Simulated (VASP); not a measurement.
# PbS (Galena) (Fm-3m) in VASP: single point with PBEsol

Aim: the single point of PbS (Galena) with PBEsol.

All numbers are computed with VASP 6.6.1; they aren't measurements. Logs are shortened: lines on timing, memory, paths and dates and some standing lists are left out, and cuts for length are marked.

**1. The cell of the first run**

It takes space group Fm-3m (No. 225, cubic). The conventional cell has a = 5.931 Å, b = 5.931 Å, c = 5.931 Å, α = 90.00°, β = 90.00°, γ = 90.00°. Within 3.9 Å of Pb (site symmetry m-3m) lie 6 S at 2.97 Å. Within 3.9 Å of S (site symmetry m-3m) lie 6 Pb at 2.97 Å.

**2. Single point, PBEsol**

Contents of INCAR:

```
ALGO = Normal ; EDIFF = 1E-6
ENCUT = 520 ; GGA = PS
ISIF = 2 ; ISMEAR = 0
LASPH = True ; LCHARG = True
LELF = True ; LREAL = False
LVHAR = True ; LWAVE = False
NBANDS = 17 ; NELM = 80
PREC = Accurate ; SIGMA = 0.01
```

Contents of KPOINTS:

```
k-points
0
Gamma
  6 6 6
```

Contents of POSCAR:

```
PbS
1.0
    0.0000000000      2.9657500000      2.9657500000
    2.9657500000      0.0000000000      2.9657500000
    2.9657500000      2.9657500000      0.0000000000
Pb S
1 1
Direct
    0.0000000000      0.0000000000      0.0000000000
    0.5000000000      0.5000000000      0.5000000000
```

Potentials or basis: VASP PAW PBE potentials, release 64 (Pb_d, S).

Started as:

```bash
cat potpaw_PBE.64/Pb_d/POTCAR potpaw_PBE.64/S/POTCAR > POTCAR
mpirun -np 1 vasp_std > vasp.out
```

OUTCAR:

```text
EDIFF = 1E-6
   ENCUT = 520
   GGA = PS
   ISIF = 2
   ISMEAR = 0
   LASPH = True
   LREAL = False
   NELM = 80
   PREC = Accurate

 ion  position               nearest neighbor table
   1  0.000  0.000  0.000-   2 2.97   2 2.97   2 2.97   2 2.97   2 2.97   2 2.97
   2  0.500  0.500  0.500-   1 2.97   1 2.97   1 2.97   1 2.97   1 2.97   1 2.97

  LATTYP: Found a face centered cubic cell.
 ALAT       =     5.9315000000

  Lattice vectors:

 A1 = (   0.0000000000,   2.9657500000,   2.9657500000)
 A2 = (   2.9657500000,   0.0000000000,   2.9657500000)
 A3 = (   2.9657500000,   2.9657500000,   0.0000000000)

Analysis of symmetry for initial positions (statically):
=====================================================================
 Subroutine PRICEL returns:
 Original cell was already a primitive cell.

 Routine SETGRP: Setting up the symmetry group for a
 face centered cubic supercell.

 Subroutine GETGRP returns: Found 48 space group operations
 (whereof 48 operations were pure point group operations)
 out of a pool of 48 trial point group operations.

The static configuration has the point symmetry O_h .

Analysis of symmetry for dynamics (positions and initial velocities):
=====================================================================
 Subroutine PRICEL returns:
 Original cell was already a primitive cell.

 Routine SETGRP: Setting up the symmetry group for a
 face centered cubic supercell.

 Subroutine GETGRP returns: Found 48 space group operations
 (whereof 48 operations were pure point group operations)
 out of a pool of 48 trial point group operations.

The dynamic configuration has the point symmetry O_h .

 Subroutine INISYM returns: Found 48 space group operations
 (whereof 48 operations are pure point group operations),
 and found     1 'primitive' translations

----------------------------------------------------------------------------------------

                                     Primitive cell

  volume of cell :      52.1715

  direct lattice vectors                    reciprocal lattice vectors
     0.000000000  2.965750000  2.965750000    -0.168591419  0.168591419  0.168591419
     2.965750000  0.000000000  2.965750000     0.168591419 -0.168591419  0.168591419
     2.965750000  2.965750000  0.000000000     0.168591419  0.168591419 -0.168591419

  length of vectors
     4.194203873  4.194203873  4.194203873     0.292008903  0.292008903  0.292008903

  position of ions in fractional coordinates (direct lattice)
     0.000000000  0.000000000  0.000000000
     0.500000000  0.500000000  0.500000000

  ion indices of the primitive-cell ions
   primitive index   ion index
                 1           1
                 2           2

----------------------------------------------------------------------------------------

 KPOINTS: k-points

Automatic generation of k-mesh.
 Grid dimensions read from file:
 generate k-points for:    6    6    6

 Generating k-lattice:

  Cartesian coordinates                     Fractional coordinates (reciprocal lattice)
    -0.028098570  0.028098570  0.028098570     0.166666667  0.000000000  0.000000000
     0.028098570 -0.028098570  0.028098570     0.000000000  0.166666667  0.000000000
     0.028098570  0.028098570 -0.028098570     0.000000000  0.000000000  0.166666667

  Length of vectors
     0.048668150  0.048668150  0.048668150

  Shift w.r.t. Gamma in fractional coordinates (k-lattice)
     0.000000000  0.000000000  0.000000000

 Subroutine IBZKPT returns following result:
 ===========================================

 Found     16 irreducible k-points:

 Following reciprocal coordinates:
            Coordinates               Weight
  0.000000  0.000000  0.000000      1.000000
  0.166667  0.000000  0.000000      8.000000
  0.333333  0.000000  0.000000      8.000000
  0.500000  0.000000  0.000000      4.000000
  0.166667  0.166667  0.000000      6.000000
  0.333333  0.166667  0.000000     24.000000
[... 8 lines left out ...]
 -0.333333  0.333333  0.166667     24.000000
 -0.333333  0.500000  0.166667     12.000000
   k-points           NKPTS =     16   k-points in BZ     NKDIM =     16   number of bands    NBANDS=     17
   number of dos      NEDOS =    301   number of ions     NIONS =      2
   total plane-waves  NPLWV =  32768
   dimension x,y,z NGX =    32 NGY =   32 NGZ =   32
   dimension x,y,z NGXF=    64 NGYF=   64 NGZF=   64
   ions per type =               1   1
   NGX,Y,Z   is equivalent  to a cutoff of  12.68, 12.68, 12.68 a.u.
   NGXF,Y,Z  is equivalent  to a cutoff of  25.37, 25.37, 25.37 a.u.
 SYSTEM =  unknown system
   PREC   = accura    normal or accurate (medium, high low for compatibility)
   ISTART =      0    job   : 0-new  1-cont  2-samecut
   ICHARG =      2    charge: 1-file 2-atom 10-const
   ISPIN  =      1    spin polarized calculation?
   LNONCOLLINEAR =      F non collinear calculations
   LSORBIT =      F    spin-orbit coupling
   LASPH  =      T    aspherical Exc in radial PAW
   ENCUT  =  520.0 eV  38.22 Ry    6.18 a.u.   7.80  7.80  7.80*2*pi/ulx,y,z
   NELM   =     80;   NELMIN=  2; NELMDL= -5     # of ELM steps
   EDIFF  = 0.1E-05   stopping-criterion for ELM
   LREAL  =      F    real-space projection
   EDIFFG = 0.1E-04   stopping-criterion for IOM
   NSW    =      0    number of steps for IOM
   IBRION =     -1    ionic relax: 0-MD 1-quasi-New 2-CG
   NFREE  =      0    steps in history (QN), initial steepest desc. (CG)
   ISIF   =      2    stress and relaxation
   ISYM   =      2    0-nonsym 1-usesym 2-fastsym
   POTIM  = 0.5000    time-step for ionic-motion
   TEBEG  =    0.0;   TEEND  =   0.0 temperature during run
   PSTRESS=    0.0 pullay stress
   NELECT =      20.0000    total number of electrons
   NUPDOWN=      -1.0000    fix difference up-down
   EMIN   =  10.00;   EMAX   =-10.00  energy-range for DOS
   EFERMI =   0.00;   METHOD = LEGACY
   ISMEAR =     0;   SIGMA  =   0.01  broadening in eV -4-tet -1-fermi 0-gaus
   EFERMI_NEDOS =   21; number of points for ismear=-14 and -15
   IALGO  =     38    algorithm
   IMIX   =      4    mixing-type and parameters
     AMIX     =   0.40;   BMIX     =  1.00
     AMIX_MAG =   1.60;   BMIX_MAG =  1.00
  volume/ion in A,a.u.               =      26.09       176.04
  Fermi-wavevector in a.u.,A,eV,Ry     =   1.189251  2.247359 19.242973  1.414319
  Thomas-Fermi vector in A             =   2.325363
   LORBIT       =      0    0 simple, 1 ext, 2 COOP (PROOUT), +10 PAW based schemes
   GGA     = PS    functional components
   LHFCALC =     F    Hartree Fock is set to
   AEXX    =    0.0000 exact exchange contribution
   IVDW    =     0    specifies the selected vdW correction
   LEPSILON=     F    determine dielectric tensor
   LRPA    =     F    only Hartree local field effects (RPA)
 non-spin polarized calculation
 Gauss-broadening in eV      SIGMA  =   0.01
  energy-cutoff  :      520.00
  volume of cell :       52.17
 maximum number of plane-waves:      1420
   NGX = 15   NGY = 15   NGZ = 15

 number of electron      19.9999998 magnetization

 Free energy of the ion-electron system (eV)
  ---------------------------------------------------
  ext. energy  EPLUGINS =         0.00000000
  ---------------------------------------------------
  free energy    TOTEN  =        -9.45750921 eV

  energy without entropy =       -9.45750921  energy(sigma->0) =       -9.45750921

 E-fermi :   5.7576     XC(G=0):  -9.8880

 val. band max:        5.6855991451   @ k =   0.5000   0.0000   0.0000
 cond. band min:       5.9416469127   @ k =   0.5000   0.0000   0.0000
 fundamental gap:      0.2560477676
 Fermi energy:         5.7575790395

 k-point     1 :       0.0000    0.0000    0.0000
  band No.  band energies     occupation
      1     -11.0537      2.00000
      2     -11.0537      2.00000
      3     -11.0537      2.00000
      4     -11.0405      2.00000
      5     -11.0405      2.00000
      6      -7.9178      2.00000
[... 9 lines left out ...]
     16      12.3314      0.00000
     17      14.1313      0.00000

 k-point     2 :       0.1667    0.0000    0.0000
  band No.  band energies     occupation
      1     -11.0527      2.00000
      2     -11.0527      2.00000
      3     -11.0525      2.00000
      4     -11.0376      2.00000
      5     -11.0376      2.00000
      6      -7.6810      2.00000
[... 9 lines left out ...]
     16      12.9435      0.00000
     17      16.0304      0.00000

 k-point     3 :       0.3333    0.0000    0.0000
  band No.  band energies     occupation
      1     -11.0667      2.00000
      2     -11.0667      2.00000
      3     -11.0511      2.00000
      4     -11.0157      2.00000
      5     -11.0157      2.00000
      6      -7.0777      2.00000
[... 9 lines left out ...]
     16      14.3611      0.00000
     17      17.8161      0.00000

 k-point     4 :       0.5000    0.0000    0.0000
  band No.  band energies     occupation
      1     -11.0743      2.00000
      2     -11.0743      2.00000
      3     -11.0508      2.00000
      4     -11.0041      2.00000
      5     -11.0041      2.00000
      6      -6.6500      2.00000
[... 9 lines left out ...]
     16      15.7777      0.00000
     17      16.1531      0.00000
[... 183 lines left out ...]
      1     -11.1216      2.00000
      2     -11.0547      2.00000
      3     -11.0450      2.00000
      4     -11.0126      2.00000
      5     -11.0079      2.00000
      6      -6.6014      2.00000
[... 9 lines left out ...]
     16      16.2491      0.00000
     17      16.5757      0.00000

 k-point    15 :      -0.3333    0.3333    0.1667
  band No.  band energies     occupation
      1     -11.1327      2.00000
      2     -11.0500      2.00000
      3     -11.0338      2.00000
      4     -11.0310      2.00000
      5     -10.9985      2.00000
      6      -6.2961      2.00000
[... 9 lines left out ...]
     16      17.0526      0.00000
     17      17.3732      0.00000

 k-point    16 :      -0.3333    0.5000    0.1667
  band No.  band energies     occupation
      1     -11.1672      2.00000
      2     -11.0588      2.00000
      3     -11.0310      2.00000
      4     -11.0143      2.00000
      5     -10.9910      2.00000
      6      -6.1789      2.00000
[... 9 lines left out ...]
     16      17.4954      0.00000
     17      17.9475      0.00000

------------------------ aborting loop because EDIFF is reached ----------------------------------------

  FORCE on cell =-STRESS in cart. coord.  units (eV):
  Direction    XX          YY          ZZ          XY          YZ          ZX
  --------------------------------------------------------------------------------------
  -------------------------------------------------------------------------------------
  Total       -0.3022521     -0.3022521     -0.3022521      0.0000000      0.0000000     -0.0000000
  in kB       -9.2821008     -9.2821008     -9.2821008      0.0000000      0.0000000     -0.0000000
  external PRESSURE =      -9.2821008 kB  Pullay stress =       0.0000000 kB

 VOLUME and BASIS-vectors are now :
 -----------------------------------------------------------------------------
  energy-cutoff  :      520.00
  volume of cell :       52.17
      direct lattice vectors                 reciprocal lattice vectors
     0.000000000  2.965750000  2.965750000    -0.168591419  0.168591419  0.168591419
     2.965750000  0.000000000  2.965750000     0.168591419 -0.168591419  0.168591419
     2.965750000  2.965750000  0.000000000     0.168591419  0.168591419 -0.168591419

 POSITION                                       TOTAL-FORCE (eV/Angst)
 -----------------------------------------------------------------------------------
      0.00000      0.00000      0.00000        -0.000000     -0.000000     -0.000000
      2.96575      2.96575      2.96575         0.000000      0.000000      0.000000
 -----------------------------------------------------------------------------------
    total drift:                                0.000000     -0.000000     -0.000000

  FREE ENERGIE OF THE ION-ELECTRON SYSTEM (eV)
  ---------------------------------------------------
  free  energy   TOTEN  =        -9.4575092145 eV

  energy  without entropy=       -9.4575092145  energy(sigma->0) =       -9.45750921
```

Wall time 11 s (1 thread of Intel Xeon Platinum 8259CL at 2.50GHz (Skylake/Cascade Lake), shared host); peak memory 0.17 GiB.

Results:

```yaml
Free_energy: -9.4575 eV
Pressure: -0.9 GPa
Band_gap_on_the_k_mesh: 0.26 eV, direct
```

Caveat: the PAW data sets were made with another functional, which shifts forces and pressure a little; spin-orbit coupling is left out, which moves the levels of the heavy elements.
